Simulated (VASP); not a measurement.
Wanted: the native input for a VASP 6.6.1 run.

| Quantity | Value |
| --- | --- |
| Task | single point |
| Functional | PBE |
| Potentials or basis | VASP PAW PBE potentials, release 64 (Al) |
| Cutoff | 500 eV |
| k mesh | 14 × 14 × 14 |
| Occupations | fermi-dirac, width 0.1 eV |
| Spin | no spin polarisation |
| Dipole correction | no |
| Further INCAR settings | ALGO = Normal; EDIFF = 1e-06; NBANDS = 8 |

The structure of Al lies in POSCAR:

```
Al
1.0
    0.0000000000      2.0248100000      2.0248100000
    2.0248100000      0.0000000000      2.0248100000
    2.0248100000      2.0248100000      0.0000000000
Al
1
Direct
    0.0000000000      0.0000000000      0.0000000000
```

The input as run:

INCAR

```
SYSTEM = Al
ALGO = Normal
EDIFF = 1E-6
ENCUT = 500
GGA = PE
GGA_COMPAT = .FALSE.
ISIF = 2
ISMEAR = -1
LASPH = .TRUE.
LCHARG = .FALSE.
LREAL = .FALSE.
LWAVE = .FALSE.
NBANDS = 8
NELM = 120
PREC = Accurate
SIGMA = 0.1
```

KPOINTS

```
k-points
0
G
  14 14 14
  0 0 0
```

Potentials or basis: VASP PAW PBE potentials, release 64 (Al).

Command:

```bash
$ cat potpaw_PBE.64/Al/POTCAR > POTCAR
$ mpirun -np 1 vasp_std > vasp.out
```

It gave:

| Item | Value |
| --- | --- |
| Pressure | -0.6 GPa |

Wall time 7.2 s on 1 thread of Intel(R) Xeon(R) Platinum 8488C (Sapphire Rapids), with other jobs on the host, peak memory 0.13 GiB.
